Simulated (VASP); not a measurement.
# RbBr (Imm2) in VASP: single point with PBEsol

Aim: the single point of RbBr with PBEsol.

All numbers are computed with VASP 6.6.1; they aren't measurements. Logs are shortened: lines on timing, memory, paths and dates and some standing lists are left out, and cuts for length are marked.

### 1 The cell of the first run

The structure is orthorhombic, space group Imm2 (No. 44). The conventional cell has a = 4.847 Å, b = 6.855 Å, c = 4.847 Å, α = 90.00°, β = 90.00°, γ = 90.00°. Rb (site symmetry mm2) has 6 Br at 3.01 to 3.90 Å within 4.0 Å. Br (site symmetry mm2) has 6 Rb at 3.01 to 3.90 Å within 4.0 Å.

### 2 Single point, PBEsol (atom 2 (Br) moved by (-0.450, -0.450) A along x and y)

The input, INCAR:

```
  PREC = Accurate
  ENCUT = 520
  EDIFF = 1E-6
  ISMEAR = 0
  SIGMA = 0.05
  LREAL = F
  LASPH = T
  NELM = 60
  ALGO = Normal
  ISIF = 2
  LWAVE = F
  LCHARG = F
  GGA = PS
  NBANDS = 15
```

The input, KPOINTS:

```
Automatic mesh
0
Gamma
  6 6 6
```

The input, POSCAR:

```
RbBr
1.0
    0.0000000000      3.4275000000      3.4275000000
    3.4275000000      0.0000000000      3.4275000000
    3.4275000000      3.4275000000      0.0000000000
Rb Br
1 1
Direct
    0.0000000000      0.0000000000      0.0000000000
    0.5000000000      0.5000000000      0.3687089716
```

Potentials or basis: VASP PAW PBE potentials, release 64 (Rb_sv, Br).

Started as:

```bash
$ cat potpaw_PBE.64/Rb_sv/POTCAR potpaw_PBE.64/Br/POTCAR > POTCAR
$ mpirun -np 1 vasp_std > vasp.out
```

OUTCAR:

```text
PREC = Accurate
   ENCUT = 520
   EDIFF = 1E-6
   ISMEAR = 0
   LREAL = F
   LASPH = T
   NELM = 60
   ISIF = 2
   GGA = PS

 ion  position               nearest neighbor table
   1  0.000  0.000  0.000-   2 3.01   2 3.01   2 3.49   2 3.49   2 3.90   2 3.90
   2  0.500  0.500  0.369-   1 3.01   1 3.01   1 3.49   1 3.49   1 3.90   1 3.90

  LATTYP: Found a face centered cubic cell.
 ALAT       =     6.8550000000

  Lattice vectors:

 A1 = (   0.0000000000,   3.4275000000,   3.4275000000)
 A2 = (   3.4275000000,   0.0000000000,   3.4275000000)
 A3 = (   3.4275000000,   3.4275000000,   0.0000000000)

Analysis of symmetry for initial positions (statically):
=====================================================================
 Subroutine PRICEL returns:
 Original cell was already a primitive cell.

 Routine SETGRP: Setting up the symmetry group for a
 face centered cubic supercell.

 Subroutine GETGRP returns: Found  4 space group operations
 (whereof  4 operations were pure point group operations)
 out of a pool of 48 trial point group operations.

The static configuration has the point symmetry C_2v.

Analysis of symmetry for dynamics (positions and initial velocities):
=====================================================================
 Subroutine PRICEL returns:
 Original cell was already a primitive cell.

 Routine SETGRP: Setting up the symmetry group for a
 face centered cubic supercell.

 Subroutine GETGRP returns: Found  4 space group operations
 (whereof  4 operations were pure point group operations)
 out of a pool of 48 trial point group operations.

The dynamic configuration has the point symmetry C_2v.

 Subroutine INISYM returns: Found  4 space group operations
 (whereof  4 operations are pure point group operations),
 and found     1 'primitive' translations

----------------------------------------------------------------------------------------

                                     Primitive cell

  volume of cell :      80.5309

  direct lattice vectors                    reciprocal lattice vectors
     0.000000000  3.427500000  3.427500000    -0.145878920  0.145878920  0.145878920
     3.427500000  0.000000000  3.427500000     0.145878920 -0.145878920  0.145878920
     3.427500000  3.427500000  0.000000000     0.145878920  0.145878920 -0.145878920

  length of vectors
     4.847216985  4.847216985  4.847216985     0.252669702  0.252669702  0.252669702

  position of ions in fractional coordinates (direct lattice)
     0.000000000  0.000000000  0.000000000
     0.500000000  0.500000000  0.368708972

  ion indices of the primitive-cell ions
   primitive index   ion index
                 1           1
                 2           2

----------------------------------------------------------------------------------------

 KPOINTS: Automatic mesh

Automatic generation of k-mesh.
 Grid dimensions read from file:
 generate k-points for:    6    6    6

 Generating k-lattice:

  Cartesian coordinates                     Fractional coordinates (reciprocal lattice)
    -0.024313153  0.024313153  0.024313153     0.166666667  0.000000000  0.000000000
     0.024313153 -0.024313153  0.024313153     0.000000000  0.166666667  0.000000000
     0.024313153  0.024313153 -0.024313153     0.000000000  0.000000000  0.166666667

  Length of vectors
     0.042111617  0.042111617  0.042111617

  Shift w.r.t. Gamma in fractional coordinates (k-lattice)
     0.000000000  0.000000000  0.000000000

 Subroutine IBZKPT returns following result:
 ===========================================

 Found     46 irreducible k-points:

 Following reciprocal coordinates:
            Coordinates               Weight
  0.000000  0.000000  0.000000      1.000000
  0.166667  0.000000  0.000000      4.000000
  0.000000  0.000000  0.166667      4.000000
  0.333333  0.000000  0.000000      4.000000
  0.000000  0.000000  0.333333      4.000000
  0.500000  0.000000  0.000000      2.000000
[... 16 lines left out ...]
  0.000000 -0.166667  0.166667      8.000000
  0.166667  0.166667  0.333333      2.000000
 [... further k-points ...]
   k-points           NKPTS =     46   k-points in BZ     NKDIM =     46   number of bands    NBANDS=     15
   number of dos      NEDOS =    301   number of ions     NIONS =      2
   total plane-waves  NPLWV =  46656
   dimension x,y,z NGX =    36 NGY =   36 NGZ =   36
   dimension x,y,z NGXF=    72 NGYF=   72 NGZF=   72
   ions per type =               1   1
   NGX,Y,Z   is equivalent  to a cutoff of  12.35, 12.35, 12.35 a.u.
   NGXF,Y,Z  is equivalent  to a cutoff of  24.69, 24.69, 24.69 a.u.
 SYSTEM =  unknown system
   PREC   = accura    normal or accurate (medium, high low for compatibility)
   ISTART =      0    job   : 0-new  1-cont  2-samecut
   ICHARG =      2    charge: 1-file 2-atom 10-const
   ISPIN  =      1    spin polarized calculation?
   LNONCOLLINEAR =      F non collinear calculations
   LSORBIT =      F    spin-orbit coupling
   LASPH  =      T    aspherical Exc in radial PAW
   ENCUT  =  520.0 eV  38.22 Ry    6.18 a.u.   9.01  9.01  9.01*2*pi/ulx,y,z
   NELM   =     60;   NELMIN=  2; NELMDL= -5     # of ELM steps
   EDIFF  = 0.1E-05   stopping-criterion for ELM
   LREAL  =      F    real-space projection
[... 7 lines left out ...]
   TEBEG  =    0.0;   TEEND  =   0.0 temperature during run
   PSTRESS=    0.0 pullay stress
   NELECT =      16.0000    total number of electrons
   NUPDOWN=      -1.0000    fix difference up-down
   EMIN   =  10.00;   EMAX   =-10.00  energy-range for DOS
   EFERMI =   0.00;   METHOD = LEGACY
   ISMEAR =     0;   SIGMA  =   0.05  broadening in eV -4-tet -1-fermi 0-gaus
   EFERMI_NEDOS =   21; number of points for ismear=-14 and -15
   IALGO  =     38    algorithm
   IMIX   =      4    mixing-type and parameters
     AMIX     =   0.40;   BMIX     =  1.00
     AMIX_MAG =   1.60;   BMIX_MAG =  1.00
  volume/ion in A,a.u.               =      40.27       271.72
  Fermi-wavevector in a.u.,A,eV,Ry     =   0.955273  1.805204 12.415941  0.912546
  Thomas-Fermi vector in A             =   2.084095
   LORBIT       =      0    0 simple, 1 ext, 2 COOP (PROOUT), +10 PAW based schemes
   GGA     = PS    functional components
   LHFCALC =     F    Hartree Fock is set to
   AEXX    =    0.0000 exact exchange contribution
   IVDW    =     0    specifies the selected vdW correction
   LEPSILON=     F    determine dielectric tensor
   LRPA    =     F    only Hartree local field effects (RPA)
 non-spin polarized calculation
 Gauss-broadening in eV      SIGMA  =   0.05
  energy-cutoff  :      520.00
  volume of cell :       80.53
 maximum number of plane-waves:      2200
   NGX = 17   NGY = 17   NGZ = 17

 number of electron      16.0000000 magnetization

 Free energy of the ion-electron system (eV)
  ---------------------------------------------------
  ext. energy  EPLUGINS =         0.00000000
  ---------------------------------------------------
  free energy    TOTEN  =        -6.09942073 eV

  energy without entropy =       -6.09942073  energy(sigma->0) =       -6.09942073

 E-fermi :  -1.6618     XC(G=0):  -7.3472

 val. band max:       -1.9310882034   @ k =   0.0000   0.0000   0.0000
 cond. band min:       2.3579128910   @ k =   0.0000   0.0000   0.0000
 fundamental gap:      4.2890010944
 Fermi energy:        -1.6617922024

 k-point     1 :       0.0000    0.0000    0.0000
  band No.  band energies     occupation
      1     -26.1296      2.00000
      2     -14.1147      2.00000
      3     -10.3026      2.00000
      4     -10.2165      2.00000
      5     -10.2060      2.00000
      6      -1.9853      2.00000
      7      -1.9775      2.00000
      8      -1.9311      2.00000
      9       2.3579      0.00000
     10       5.2855      0.00000
     11       5.7458      0.00000
     12       5.9686      0.00000
     13       6.5429      0.00000
     14       6.8687      0.00000
     15       8.4480      0.00000

 k-point     2 :       0.1667    0.0000    0.0000
  band No.  band energies     occupation
      1     -26.1265      2.00000
      2     -14.1404      2.00000
      3     -10.3076      2.00000
      4     -10.2337      2.00000
      5     -10.1674      2.00000
      6      -2.2357      2.00000
      7      -2.0183      2.00000
      8      -1.9743      2.00000
      9       2.9801      0.00000
     10       5.0355      0.00000
     11       5.6814      0.00000
     12       5.9471      0.00000
     13       7.2113      0.00000
     14       7.6353      0.00000
     15       9.3971      0.00000

 k-point     3 :       0.0000    0.0000    0.1667
  band No.  band energies     occupation
      1     -26.1271      2.00000
      2     -14.1238      2.00000
      3     -10.3063      2.00000
      4     -10.2372      2.00000
      5     -10.1859      2.00000
      6      -2.2569      2.00000
      7      -2.0337      2.00000
      8      -2.0039      2.00000
      9       2.9730      0.00000
     10       5.5182      0.00000
     11       5.5659      0.00000
     12       5.9710      0.00000
     13       7.1632      0.00000
     14       7.2679      0.00000
     15       9.4609      0.00000

 k-point     4 :       0.3333    0.0000    0.0000
  band No.  band energies     occupation
      1     -26.1204      2.00000
      2     -14.1908      2.00000
      3     -10.3064      2.00000
      4     -10.2495      2.00000
      5     -10.1217      2.00000
      6      -2.6572      2.00000
      7      -2.1171      2.00000
      8      -2.0094      2.00000
      9       4.1622      0.00000
     10       4.9287      0.00000
     11       6.2774      0.00000
     12       6.4082      0.00000
     13       8.3292      0.00000
     14       8.7127      0.00000
     15       9.2864      0.00000
[... 307 lines left out ...]
 k-point    22 :      -0.1667    0.1667    0.0000
  band No.  band energies     occupation
      1     -26.1221      2.00000
      2     -14.1798      2.00000
      3     -10.2942      2.00000
      4     -10.2564      2.00000
      5     -10.1387      2.00000
      6      -2.4293      2.00000
      7      -2.1068      2.00000
      8      -1.9971      2.00000
      9       3.6642      0.00000
     10       5.0191      0.00000
     11       5.7007      0.00000
     12       6.5222      0.00000
     13       7.1301      0.00000
     14       8.7348      0.00000
     15       9.8459      0.00000

 k-point    23 :       0.0000   -0.1667    0.1667
  band No.  band energies     occupation
      1     -26.1231      2.00000
      2     -14.1472      2.00000
      3     -10.3386      2.00000
      4     -10.2461      2.00000
      5     -10.1501      2.00000
      6      -2.4915      2.00000
      7      -2.1137      2.00000
      8      -2.0040      2.00000
      9       3.7661      0.00000
     10       4.8926      0.00000
     11       5.9700      0.00000
     12       6.4427      0.00000
     13       7.6182      0.00000
     14       8.3602      0.00000
     15       9.5157      0.00000

 k-point    24 :       0.1667    0.1667    0.3333
  band No.  band energies     occupation
      1     -26.1238      2.00000
      2     -14.1308      2.00000
      3     -10.3035      2.00000
      4     -10.2590      2.00000
      5     -10.1869      2.00000
      6      -2.5204      2.00000
      7      -2.1234      2.00000
      8      -2.0819      2.00000
      9       3.7453      0.00000
     10       5.3653      0.00000
     11       5.8933      0.00000
     12       6.8531      0.00000
     13       7.3430      0.00000
     14       7.9823      0.00000
     15       9.7608      0.00000

 [... further k-points ...]

------------------------ aborting loop because EDIFF is reached ----------------------------------------

  FORCE on cell =-STRESS in cart. coord.  units (eV):
  Direction    XX          YY          ZZ          XY          YZ          ZX
  --------------------------------------------------------------------------------------
  -------------------------------------------------------------------------------------
  Total        1.6151684      1.6151684     -0.2154923     -0.6046825      0.0000000      0.0000000
  in kB       32.1340898     32.1340898     -4.2872622    -12.0302754      0.0000000      0.0000000
  external PRESSURE =      19.9936391 kB  Pullay stress =       0.0000000 kB

 VOLUME and BASIS-vectors are now :
 -----------------------------------------------------------------------------
  energy-cutoff  :      520.00
  volume of cell :       80.53
      direct lattice vectors                 reciprocal lattice vectors
     0.000000000  3.427500000  3.427500000    -0.145878920  0.145878920  0.145878920
     3.427500000  0.000000000  3.427500000     0.145878920 -0.145878920  0.145878920
     3.427500000  3.427500000  0.000000000     0.145878920  0.145878920 -0.145878920

 POSITION                                       TOTAL-FORCE (eV/Angst)
 -----------------------------------------------------------------------------------
      0.00000      0.00000      0.00000        -0.637851     -0.637851      0.000000
      2.97750      2.97750      3.42750         0.637851      0.637851      0.000000
 -----------------------------------------------------------------------------------
    total drift:                               -0.000048     -0.000048     -0.000000

  FREE ENERGIE OF THE ION-ELECTRON SYSTEM (eV)
  ---------------------------------------------------
  free  energy   TOTEN  =        -6.0994207331 eV

  energy  without entropy=       -6.0994207331  energy(sigma->0) =       -6.09942073
```

Wall time 2.3 min (1 thread of AMD EPYC 7R13 (Zen 3), shared host); peak memory 0.2 GiB.

Results:

```
Free energy            : -6.0994 eV
Pressure               : 2.0 GPa
Largest force          : 0.902 eV/Å
Band gap on the k mesh : 4.29 eV, direct
```

Forces on the atoms (eV/Å):
```
Rb  -0.638 -0.638  0.000
Br   0.638  0.638  0.000
```

Stress tensor (GPa, compression positive):
```
 3.21 -1.20  0.00
-1.20  3.21  0.00
 0.00  0.00 -0.43
```

Caveat: the cell differs from its parent crystal (atom 2 (Br) moved by (-0.450, -0.450) A along x and y); the PAW data sets were made with another functional, which shifts forces and pressure a little.
